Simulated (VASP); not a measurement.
# KCdF3 (P4mm) in VASP: further runs, part 2 of 2

VASP 6.6.1. Earlier steps stand in the parts before.

**4. Single point, LDA**

The input, INCAR:

```
ALGO = Normal ; EDIFF = 1E-6
ENCUT = 520 ; GGA = CA
ISIF = 2 ; ISMEAR = 0
LASPH = True ; LCHARG = False
LREAL = False ; LWAVE = False
NBANDS = 29 ; NELM = 100
PREC = Accurate ; SIGMA = 0.05
```

The input, KPOINTS:

```
k-points
0
Gamma
  6 6 6
```

The input, POSCAR:

```
KCdF3
1.0
    4.3820890200      0.0000000000      0.0000000000
    0.0000000000      4.3820890200      0.0000000000
    0.0000000000      0.0000000000      4.3820890200
K Cd F
1 1 3
Direct
    0.0000000000      0.0000000000      0.0000000000
    0.5000000000      0.5000000000      0.5000000000
   -0.0399352910      0.5000000000      0.5000000000
    0.4600647090      0.0000000000      0.5000000000
    0.4600647090      0.5000000000      0.0000000000
```

Potentials or basis: VASP PAW LDA potentials, release 64 (K_sv, Cd, F).

Started as:

```
> cat potpaw_LDA.64/K_sv/POTCAR potpaw_LDA.64/Cd/POTCAR potpaw_LDA.64/F/POTCAR > POTCAR
> mpirun -np 1 vasp_std > vasp.out
```

OUTCAR:

```text
EDIFF = 1E-6
   ENCUT = 520
   GGA = CA
   ISIF = 2
   ISMEAR = 0
   LASPH = True
   LREAL = False
   NELM = 100
   PREC = Accurate

 ion  position               nearest neighbor table
   1  0.000  0.000  0.000-   2 3.80   2 3.80   2 3.80   2 3.80   2 3.80   2 3.80   2 3.80   2 3.80

   2  0.500  0.500  0.500-   3 2.02   4 2.20   5 2.20   5 2.20   4 2.20   3 2.37   1 3.80   1 3.80
                             1 3.80   1 3.80   1 3.80   1 3.80   1 3.80   1 3.80
   3  0.960  0.500  0.500-   2 2.02   2 2.37
   4  0.460  0.000  0.500-   2 2.20   2 2.20
   5  0.460  0.500  0.000-   2 2.20   2 2.20

  LATTYP: Found a simple cubic cell.
 ALAT       =     4.3820890200

  Lattice vectors:

 A1 = (   4.3820890200,   0.0000000000,   0.0000000000)
 A2 = (   0.0000000000,   4.3820890200,   0.0000000000)
 A3 = (   0.0000000000,   0.0000000000,   4.3820890200)

Analysis of symmetry for initial positions (statically):
=====================================================================
 Subroutine PRICEL returns:
 Original cell was already a primitive cell.

 Routine SETGRP: Setting up the symmetry group for a
 simple cubic supercell.

 Subroutine GETGRP returns: Found  8 space group operations
 (whereof  8 operations were pure point group operations)
 out of a pool of 48 trial point group operations.

The static configuration has the point symmetry C_4v.

Analysis of symmetry for dynamics (positions and initial velocities):
=====================================================================
 Subroutine PRICEL returns:
 Original cell was already a primitive cell.

 Routine SETGRP: Setting up the symmetry group for a
 simple cubic supercell.

 Subroutine GETGRP returns: Found  8 space group operations
[... 126 lines left out ...]
   IALGO  =     38    algorithm
   IMIX   =      4    mixing-type and parameters
     AMIX     =   0.40;   BMIX     =  1.00
     AMIX_MAG =   1.60;   BMIX_MAG =  1.00
  volume/ion in A,a.u.               =      16.83       113.57
  Fermi-wavevector in a.u.,A,eV,Ry     =   1.298604  2.454006 22.944488  1.686372
  Thomas-Fermi vector in A             =   2.429922
   LORBIT       =      0    0 simple, 1 ext, 2 COOP (PROOUT), +10 PAW based schemes
   GGA     = CA    functional components
   LHFCALC =     F    Hartree Fock is set to
   AEXX    =    0.0000 exact exchange contribution
   IVDW    =     0    specifies the selected vdW correction
   LEPSILON=     F    determine dielectric tensor
   LRPA    =     F    only Hartree local field effects (RPA)
 non-spin polarized calculation
 Gauss-broadening in eV      SIGMA  =   0.05
  energy-cutoff  :      520.00
  volume of cell :       84.15
 maximum number of plane-waves:      2301
 NGX is ok and might be reduce to    36
   NGX = 17   NGY = 17   NGZ = 17

 number of electron      41.9999952 magnetization

 Free energy of the ion-electron system (eV)
  ---------------------------------------------------
  ext. energy  EPLUGINS =         0.00000000
  ---------------------------------------------------
  free energy    TOTEN  =       -21.51020147 eV

  energy without entropy =      -21.51020147  energy(sigma->0) =      -21.51020147

 E-fermi :  -1.6201     XC(G=0):  -9.6994

 val. band max:       -1.8268709127   @ k =   0.5000   0.5000   0.5000
 cond. band min:       0.9911389165   @ k =   0.0000   0.0000   0.0000
 fundamental gap:      2.8180098292
 Fermi energy:        -1.6201316780

 k-point     1 :       0.0000    0.0000    0.0000
  band No.  band energies     occupation
      1     -29.0044      2.00000
      2     -22.4867      2.00000
      3     -22.1785      2.00000
      4     -22.0747      2.00000
      5     -12.7068      2.00000
      6     -12.7068      2.00000
[... 757 lines left out ...]
     28       8.5116      0.00000
     29       9.7814      0.00000

 [... further k-points ...]

------------------------ aborting loop because EDIFF is reached ----------------------------------------

  FORCE on cell =-STRESS in cart. coord.  units (eV):
  Direction    XX          YY          ZZ          XY          YZ          ZX
  --------------------------------------------------------------------------------------
  -------------------------------------------------------------------------------------
  Total        0.5605620     -1.5969050     -1.5969050      0.0000000     -0.0000000     -0.0000000
  in kB       10.6731027    -30.4050751    -30.4050751      0.0000000     -0.0000000     -0.0000000
  external PRESSURE =     -16.7123492 kB  Pullay stress =       0.0000000 kB

 VOLUME and BASIS-vectors are now :
 -----------------------------------------------------------------------------
  energy-cutoff  :      520.00
  volume of cell :       84.15
      direct lattice vectors                 reciprocal lattice vectors
     4.382089020  0.000000000  0.000000000     0.228201663  0.000000000  0.000000000
     0.000000000  4.382089020  0.000000000     0.000000000  0.228201663  0.000000000
     0.000000000  0.000000000  4.382089020     0.000000000  0.000000000  0.228201663

 POSITION                                       TOTAL-FORCE (eV/Angst)
 -----------------------------------------------------------------------------------
      0.00000      0.00000      0.00000         0.127519      0.000000     -0.000000
      2.19104      2.19104      2.19104        -1.958937      0.000000     -0.000000
      4.20709      2.19104      2.19104         1.998255     -0.000000      0.000000
      2.01604      0.00000      2.19104        -0.083418     -0.000000     -0.000000
      2.01604      2.19104      0.00000        -0.083418      0.000000     -0.000000
 -----------------------------------------------------------------------------------
    total drift:                                0.001390     -0.000000     -0.000003

  FREE ENERGIE OF THE ION-ELECTRON SYSTEM (eV)
  ---------------------------------------------------
  free  energy   TOTEN  =       -21.5102014686 eV

  energy  without entropy=      -21.5102014686  energy(sigma->0) =      -21.51020147
```

Run time: 2.4 min. Hardware: 1 thread of Intel Xeon 8259CL, shared host; peak memory 0.23 GiB.

What came out:

```
Free energy            : -21.5102 eV
Pressure               : -1.7 GPa
Largest force          : 1.998 eV/Å
Band gap on the k mesh : 2.82 eV (least direct gap 4.45 eV)
```

Forces in eV/Å, atoms in the order of the input:
```
K    0.128  0.000  0.000
Cd  -1.959  0.000  0.000
F    1.998  0.000  0.000
F   -0.083  0.000  0.000
F   -0.083  0.000  0.000
```

Stress tensor (GPa, compression positive):
```
 1.07  0.00  0.00
 0.00 -3.04  0.00
 0.00  0.00 -3.04
```

Caveat: the cell differs from its parent crystal (all F atoms moved +0.175 Å, as atom 3 towards its neighbour atom 2 (Cd) at 2.191 Å); forces of over 1 eV/Å act on the atoms, so gaps and moduli don't describe the material at rest.

**5. The runs side by side**

| cell | gap on the mesh (eV) | pressure (GPa) | largest force (eV/Å) |
| --- | --- | --- | --- |
| as given, atomic positions A | 2.82 | -1.2 | 2.40 |
| as given, atomic positions B | 2.81 | -2.0 | 1.64 |
| as given, atomic positions C | 2.82 | -1.7 | 2.00 |

Alike in all rows: task single point; level LDA; potentials or basis VASP PAW LDA potentials, release 64 (K_sv, Cd, F); no spin polarisation; k mesh 6 × 6 × 6; cutoff (eV) 520; smearing gaussian 0.05 eV.

Caveats: forces of over 1 eV/Å act on the atoms, so gaps and moduli don't describe the material at rest.

Absolute energies hang on the potentials; compare differences alone.
